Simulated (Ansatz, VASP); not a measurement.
**AlAs in VASP and in Ansatz**

The input POSCAR:

```
AlAs
1.0
    0.0000000000      2.7809716655      2.7809716655
    2.7809716655      0.0000000000      2.7809716655
    2.7809716655      2.7809716655      0.0000000000
Al As
1 1
Direct
    0.0000000000      0.0000000000      0.0000000000
    0.2500000000      0.2500000000      0.2500000000
```

Contents of INCAR.step1:

```
PREC = Accurate ; ENCUT = 550
ISMEAR = 0 ; SIGMA = 0.01
LREAL = False ; LASPH = True
NELM = 120 ; NBANDS = 11
GGA = PE ; ALGO = Normal
EDIFF = 1E-5 ; LWAVE = True
LCHARG = False ; GGA_COMPAT = False
```

File INCAR.step2:

```
PREC = Accurate ; ENCUT = 550
EDIFF = 1E-6 ; ISMEAR = 0
SIGMA = 0.01 ; LREAL = False
LASPH = True ; NELM = 120
ALGO = Normal ; ISIF = 2
LWAVE = False ; LCHARG = False
METAGGA = R2SCAN ; LMIXTAU = True
NBANDS = 11 ; ISTART = 1
GGA_COMPAT = False
```

File KPOINTS:

```
regular mesh
0
Gamma
  6 6 6
```

Input for Ansatz:

```yaml
crystal:
  lattice:
    - [0.0, 2.7809716655, 2.7809716655]
    - [2.7809716655, 0.0, 2.7809716655]
    - [2.7809716655, 2.7809716655, 0.0]
  atoms:
    - { symbol: Al, position: [0.0, 0.0, 0.0] }
    - { symbol: As, position: [0.25, 0.25, 0.25] }
kpoints:
  mp_grid: { grid: [6, 6, 6] }
hamiltonian:
  xc: r2scan
scf:
  occupations: { method: fixed }
  n_extra_bands: 4
output:
  forces: true
  stress: true
  eigenvalues: true
```

Alike in both runs: task single point; functional r2SCAN; k mesh 6 × 6 × 6; no spin polarisation.

```csv
,VASP,Ansatz
version,VASP 6.6.1,Ansatz 0.2.0
potentials or method,"VASP PAW PBE potentials, release 64 (Al, As)","plane waves, PAW"
plane-wave cutoff (eV),550,500
occupations,"gaussian, width 0.01 eV",fixed
valence electrons in the cell,8,18
```

```csv
,VASP,Ansatz,Ansatz less VASP
gap on the k mesh at the Fermi level (eV),1.70,1.71,+0.012
pressure (GPa),5.4,5.4,+0.01
```

VASP's potentials were made for PBE, not for r2SCAN. VASP's potentials hold 8 valence electrons a cell and Ansatz's 18, so a difference there can come from the potentials and not from the codes.
